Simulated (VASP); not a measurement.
The system is CdS (Greenockite).

```
Cd S
1.0
     4.20461    0.00000    0.00000
    -2.10231    3.64130    0.00000
     0.00000    0.00000    6.82565
Cd S
2 2
Direct
  0.66667 0.33333 0.50000
  0.33333 0.66667 0.00000
  0.66667 0.33333 0.87500
  0.33333 0.66667 0.37500
```

This cell differs from its parent crystal: volume scaled by 1.04.

Base run:

* Program: VASP 6.6.1
* Functional: PBEsol
* Potentials or basis: VASP PAW PBE potentials, release 64 (Cd, S)
* Cutoff: 520 eV
* k mesh: 7 × 7 × 4
* Occupations: fermi-dirac, width 0.05 eV
* Spin: no spin polarisation

Its results: band gap on the k mesh 0.97 eV, direct; pressure -2.7 GPa; largest force 0.059 eV/Å.

Task: The run is repeated on the same cell with these changes: functional from PBEsol to PBE. What comes out?

Result: Band gap on the k mesh 1.10 eV, direct; pressure 0.1 GPa; largest force 0.061 eV/Å.

PBE binds less tightly than PBEsol, so the same cell stands under more pressure.

Caveats: the PAW data sets were made with another functional, which shifts forces and pressure a little (some runs).

